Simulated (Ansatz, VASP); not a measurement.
CsRh3: VASP beside Ansatz

```
Cs Rh
1.0
     4.17404    0.00000    0.00000
     0.00000    4.17404    0.00000
     0.00000    0.00000    4.17404
Cs Rh
1 3
Cartesian
  0.0000 0.0000 0.0000
  0.0000 2.0870 2.0870
  2.0870 0.0000 2.0870
  2.0870 2.0870 0.0000
```

Alike in both runs: functional PBE; k mesh 4 × 4 × 4; occupations gaussian, width 0.1 eV; no spin polarisation.

Ansatz relaxed the structure, and its values are those at the end. VASP's run is a single point on that final structure, the one shown.

|  | VASP | Ansatz |
| --- | --- | --- |
| version | VASP 6.6.1 | Ansatz 0.2.0 |
| potentials or method | VASP PAW PBE potentials, release 64 (Cs_sv, Rh_pv), cutoff 520 eV | scalar-relativistic, plane waves, PAW |
| valence electrons in the cell | 54 | 60 |

Ansatz gave:

```
gap on the k mesh at the Fermi level (eV) : none
pressure (GPa)                            : 0.0
```

Question: Estimate VASP's values.

Answer: gap on the k mesh at the Fermi level (eV): none; pressure (GPa): 1.7.

A gap of «none» marks a metal or a gap that the smearing closes. VASP's potentials hold 54 valence electrons a cell and Ansatz's 60, so a difference there can come from the potentials and not from the codes.

The k mesh is coarse, so the values compare programs but aren't converged. Spin-orbit coupling is off throughout.
